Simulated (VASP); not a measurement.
Here is a VASP 6.6.1 calculation.

File INCAR:

```
SYSTEM = Os
ALGO     = Normal         ! electronic algorithm
EDIFF    = 1E-7           ! SCF threshold, eV
ENCUT    = 520            ! plane-wave cutoff, eV
GGA      = PE             ! functional
ISIF     = 2              ! what is computed and relaxed
ISMEAR   = -1             ! smearing method
LASPH    = .True.         ! aspherical terms in the spheres
LCHARG   = .False.        ! write CHGCAR
LREAL    = .False.        ! projectors in reciprocal space
LWAVE    = .False.        ! write WAVECAR
NBANDS   = 15             ! bands
NELM     = 60             ! most SCF steps
PREC     = Accurate       ! precision mode
SIGMA    = 0.1            ! smearing width, eV
```

KPOINTS

```
k-points
0
Gamma
  17 17 9
  0 0 0
```

File POSCAR:

```
Os
1.0
    2.6766854101      0.0000000000      0.0000000000
   -1.3383427050      2.3180775631      0.0000000000
    0.0000000000      0.0000000000      4.2375812184
Os
2
Direct
    0.3333333333      0.6666666667      0.2500000000
    0.6666666667      0.3333333333      0.7500000000
```

Potentials or basis: VASP PAW PBE potentials, release 64 (Os).

The run is started by

```sh
$ cat potpaw_PBE.64/Os/POTCAR > POTCAR
$ mpirun -np 1 vasp_std > vasp.out
```

Question: What does it give for the pressure?

Answer: 40.8 GPa.

Question: Estimate the band gap on the k mesh.

Answer: Zero (bands 8 and 9 overlap by 4.35 eV).

Stress tensor (GPa, compression positive):
```
40.87  0.00  0.00
 0.00 40.87  0.00
 0.00  0.00 40.77
```

Caveat: the cell stands under pressure; spin-orbit coupling is left out, which moves the levels of the heavy elements.
